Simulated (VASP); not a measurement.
# Ag: relaxation of cell and atoms with PBEsol

Ag:

```
Ag
1.0
     2.86592    0.00000    0.00000
    -1.43296    2.48196    0.00000
     0.00000    0.00000    4.69507
Ag
2
Cartesian
  0.0000 1.6546 1.1738
  1.4330 0.8273 3.5213
```

This isn't the form of Ag at room conditions, which is fcc.

```yaml
Program: VASP 6.6.1
Task: relaxation of cell and atoms
Functional: PBEsol
Potentials_or_basis: VASP PAW PBE potentials, release 64 (Ag)
Cutoff: 600 eV
k_mesh: 18 × 18 × 10
Occupations: fermi-dirac, width 0.1 eV
Spin: no spin polarisation
Target_pressure: 7 GPa
Dipole_correction: no
Further_INCAR_settings: ALGO = Normal; EDIFF = 1e-07; IBRION = 2; EDIFFG = -0.002; NSW = 100; ISIF = 3
```

| Property | Result |
| --- | --- |
| Relaxed volume | 15.83 Å³/atom |
| Relaxed cell | a = 2.815 Å, b = 2.815 Å, c = 4.612 Å, α = 90.00°, β = 90.00°, γ = 120.00° |
| Space group after relaxing (to 0.1 Å) | P6_3/mmc (No. 194) |
| Energy change on relaxing (the run minimises the enthalpy) | +17.1 meV/atom |
| Ionic steps | 6 |
| Pressure after relaxing | 7.0 GPa |
| Band gap on the k mesh | zero (bands 11 and 12 overlap by 7.76 eV) |

The path:
```tsv
step	energy change (eV)	largest force (eV/Å)	pressure (GPa)	volume (Å³)
1	0.0000	0.0000	-0.26	33.40
2	0.1678	0.0000	17.59	29.87
3	0.0335	0.0000	6.91	31.68
4	0.0349	0.0000	7.06	31.64
5	0.0338	0.0000	6.94	31.67
6	0.0342	0.0000	7.00	31.66
```

Final structure:
```
Ag
1.0
     2.81536    0.00000    0.00000
    -1.40768    2.43817    0.00000
     0.00000    0.00000    4.61225
Ag
2
Direct
  0.33333 0.66667 0.25000
  0.66667 0.33333 0.75000
```

Levels at points of the mesh, in eV from the Fermi level:
| k point | band 9 | band 10 | band 11 | band 12 | band 13 | band 14 |
| --- | --- | --- | --- | --- | --- | --- |
| (0.00, 0.00, 0.00) | -4.24 | -3.10 | -3.10 | -0.67 | 3.98 | 15.85 |
| (0.50, 0.00, 0.00) | -2.88 | -2.77 | 0.10 | 1.75 | 7.21 | 7.45 |
| (0.00, 0.00, 0.50) | -3.45 | -3.45 | -3.45 | -3.45 | 11.64 | 11.64 |
| (0.50, 0.00, 0.50) | -2.83 | -2.83 | 0.64 | 0.64 | 5.05 | 5.05 |

It took 6.6 min on 1 thread of Intel Xeon 8259CL (shared host), peak memory 0.27 GiB.

Caveat: the cell is relaxed towards a set pressure, so the run minimises the enthalpy, not the energy; the PAW data sets were made with another functional, which shifts forces and pressure a little.
